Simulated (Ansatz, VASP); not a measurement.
**One calculation of Si2C3, two programs**

```
Si C
1.0
    -1.72346    1.96531    3.37083
     1.72346   -1.96531    3.37083
     1.72346    1.96531   -3.37083
Si C
2 3
Direct
  0.17142 0.17142 0.00000
  0.82858 0.82858 0.00000
  0.50000 0.50000 0.00000
  0.00000 0.50000 0.50000
  0.50000 0.00000 0.50000
```

Alike in both runs: functional PBE; k mesh 5 × 5 × 5; occupations gaussian, width 0.2 eV; no spin polarisation.

Ansatz relaxed the structure, and its values are those at the end. VASP's run is a single point on that final structure, the one shown.

```csv
,VASP,Ansatz
version,VASP 6.6.1,Ansatz 0.2.0
potentials or method,"VASP PAW PBE potentials, release 64 (Si, C), cutoff 600 eV","scalar-relativistic, plane waves, PAW"
valence electrons in the cell,20,20
```

```tsv
	VASP	Ansatz	Ansatz less VASP
gap on the k mesh at the Fermi level (eV)	none	none	-
pressure (GPa)	-0.3	-0.2	+0.03
rms of the force components (eV/Å)	0.005	0.006	+0.0015
```

A gap of «none» marks a metal or a gap that the smearing closes.

The k mesh is coarse, so the values compare programs but aren't converged.
